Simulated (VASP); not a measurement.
**C: single point with LDA**

The system is C.

```xyz
2
Lattice="1.7306 1.7306 0.0000 -1.7306 1.7306 0.0000 0.0000 1.7306 1.7871" Properties=species:S:1:pos:R:3 pbc="T T T"
C     0.0000    1.7306    0.0000
C     0.8653    2.5958    0.8935
```

This cell differs from its parent crystal: in-plane strain -0.02.

```yaml
Program: VASP 6.6.1
Task: single point
Functional: LDA
Potentials_or_basis: VASP PAW LDA potentials, release 64 (C)
Cutoff: 520 eV
k_mesh: 12 × 12 × 12
Occupations: gaussian, width 0.01 eV
Spin: no spin polarisation
Dipole_correction: no
Further_INCAR_settings: ALGO = Normal; EDIFF = 1e-06; NBANDS = 11
```

- Pressure: 15.8 GPa
- Band gap on the k mesh: 3.85 eV, indirect (least direct gap 5.41 eV)

Stress tensor (GPa, compression positive):
```
26.67  0.00  0.00
 0.00 26.67  0.00
 0.00  0.00 -5.96
```

Levels at points of the mesh, in eV from the valence-band top:
| k point | band 1 | band 2 | band 3 | band 4 | band 5 | band 6 | band 7 | band 8 | band 9 |
| --- | --- | --- | --- | --- | --- | --- | --- | --- | --- |
| (0.00, 0.00, 0.00) | -22.28 | -0.52 | 0.00 | 0.00 | 5.41 | 5.41 | 5.81 | 14.72 | 19.62 |
| (0.50, 0.00, 0.00) | -16.09 | -14.19 | -3.42 | -2.80 | 8.05 | 8.61 | 9.90 | 15.77 | 22.19 |
| (0.50, 0.50, 0.00) | -13.02 | -13.02 | -6.98 | -6.98 | 4.41 | 4.41 | 17.35 | 17.35 | 23.98 |
| (0.00, 0.00, 0.50) | -13.55 | -13.55 | -6.48 | -6.48 | 5.19 | 5.19 | 17.23 | 17.23 | 23.52 |

Wall time 22 s on 1 thread of Intel Xeon 8259CL, on a shared host, peak memory 0.12 GiB.

Caveat: the cell differs from its parent crystal (in-plane strain -0.02). A k mesh can miss the band edges.
